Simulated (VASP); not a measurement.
Input of a VASP 6.6.1 run:

Contents of INCAR:

```
PREC = Accurate
ENCUT = 840
EDIFF = 1E-6
ISMEAR = 0
SIGMA = 0.02
LREAL = False
LASPH = True
NELM = 120
ALGO = Normal
ISIF = 2
LWAVE = False
LCHARG = False
NBANDS = 15
GGA_COMPAT = False
```

KPOINTS

```
regular mesh
0
Gamma
  8 8 8
```

The input POSCAR:

```
MgO
1.0
    0.0000000000      2.3063300250      2.3063300250
    2.3063300250      0.0000000000      2.3063300250
    2.3063300250      2.3063300250      0.0000000000
Mg O
1 1
Direct
    0.0000000000      0.0000000000      0.0000000000
    0.2500000000      0.2500000000      0.2500000000
```

Potentials or basis: VASP PAW LDA potentials, release 64 (Mg_sv, O).

Launch:

```sh
$ cat potpaw_LDA.64/Mg_sv/POTCAR potpaw_LDA.64/O/POTCAR > POTCAR
$ mpirun -np 1 vasp_std > vasp.out
```

Predict the pressure.

-6.8 GPa.

What does it give for the band gap on the k mesh?

3.38 eV.

Caveat: the cell stands under tension.
